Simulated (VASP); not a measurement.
Set up this calculation in VASP 6.6.1, as the native input.

| Property | Result |
| --- | --- |
| Task | single point |
| Functional | PBE |
| Dispersion | D3(BJ) |
| Potentials or basis | VASP PAW PBE potentials, release 64 (Sb) |
| Cutoff | 520 eV |
| k mesh | 9 × 9 × 1 |
| Occupations | gaussian, width 0.05 eV |
| Spin | no spin polarisation |
| Dipole correction | yes |
| Further INCAR settings | ALGO = Normal; EDIFF = 1e-07; NBANDS = 18 |

The structure of Sb lies in POSCAR:

```
Sb
1.0
    4.0686848921      0.0000000000      0.0000000000
   -2.0343424461      3.5235844766      0.0000000000
    0.0000000000      0.0000000000     20.8000277116
Sb
4
Direct
    0.3333333334      0.6666666667      0.2957497984
    0.6666666667      0.3333333333      0.2163458656
    0.8888888889      0.7777777778      0.5277961288
    0.5555555556      1.1111111111      0.4485254365
```

The input as run:

INCAR

```
SYSTEM = Sb
PREC = Accurate
ENCUT = 520
EDIFF = 1E-7
ISMEAR = 0
SIGMA = 0.05
LREAL = .FALSE.
LASPH = .TRUE.
NELM = 60
ALGO = Normal
ISIF = 2
LWAVE = .FALSE.
LCHARG = .FALSE.
LDIPOL = .TRUE.
IDIPOL = 3
DIPOL = 0.5 0.5 0.372
GGA = PE
IVDW = 12
NBANDS = 18
```

KPOINTS

```
Automatic mesh
0
G
  9 9 1
  0 0 0
```

Potentials or basis: VASP PAW PBE potentials, release 64 (Sb).

Run with:

```sh
$ cat potpaw_PBE.64/Sb/POTCAR > POTCAR
$ mpirun -np 1 vasp_std > vasp.out
```

It gave:

```
Largest force              : 0.165 eV/Å
Band gap on the k mesh     : 0.44 eV, indirect (least direct gap 1.17 eV)
Dispersion energy per atom : -0.316 eV
```

Caveat: spin-orbit coupling is left out, which moves the levels of the heavy elements.

It took 4.3 min on 1 thread of Intel(R) Xeon(R) 6975P-C (Granite Rapids), with other jobs on the host, peak memory 0.42 GiB.
